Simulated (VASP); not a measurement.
Sn2TeS: single point with PBE

Sn2TeS:

```
CELL_PARAMETERS angstrom
4.26787 0.00000 0.00000
-2.13394 3.69609 0.00000
0.00000 0.00000 15.47303
ATOMIC_POSITIONS crystal
Sn 0.33333 0.66667 0.61989
Sn 0.66667 0.33333 0.11989
Sn 0.66667 0.33333 0.35198
Sn 0.33333 0.66667 0.85198
Te 0.00000 0.00000 0.00841
Te 0.00000 0.00000 0.50841
S 0.33333 0.66667 0.26973
S 0.66667 0.33333 0.76973
```

```json
{
  "Program": "VASP 6.6.1",
  "Task": "single point",
  "Functional": "PBE",
  "Potentials or basis": "VASP PAW PBE potentials, release 64 (Sn_d, Te, S)",
  "Cutoff": "520 eV",
  "k mesh": "6 × 6 × 1",
  "Occupations": "gaussian, width 0.1 eV",
  "Spin": "no spin polarisation",
  "Dipole correction": "no",
  "Further INCAR settings": "ALGO = Normal; EDIFF = 1e-06; NBANDS = 50"
}
```

```json
{
 "Pressure": "0.2 GPa",
 "Largest force": "0.026 eV/Å",
 "Band gap on the k mesh": "0.31 eV, indirect (least direct gap 0.83 eV)"
}
```

Forces on the atoms (eV/Å):
```
Sn   0.000  0.000 -0.016
Sn   0.000  0.000 -0.016
Sn   0.000  0.000  0.015
Sn   0.000  0.000  0.015
Te   0.000  0.000 -0.025
Te   0.000  0.000 -0.025
S    0.000  0.000  0.026
S    0.000  0.000  0.026
```

Stress tensor (GPa, compression positive):
```
0.19 0.00 0.00
0.00 0.19 0.00
0.00 0.00 0.26
```

Levels at points of the mesh, in eV from the valence-band top:
```csv
k point,band 37,band 38,band 39,band 40,band 41,band 42,band 43,band 44
"(0.00, 0.00, 0.00)",-1.08,-1.08,-0.64,0.00,1.33,2.12,2.13,2.13
"(0.50, 0.00, 0.00)",-2.21,-1.89,-0.97,-0.73,0.31,1.67,1.89,1.93
```

Wall time 98 s on 1 thread of Intel Xeon 6975P-C, with other jobs on the host, peak memory 0.38 GiB.

Caveat: spin-orbit coupling is left out, which moves the levels of the heavy elements. A k mesh can miss the band edges.
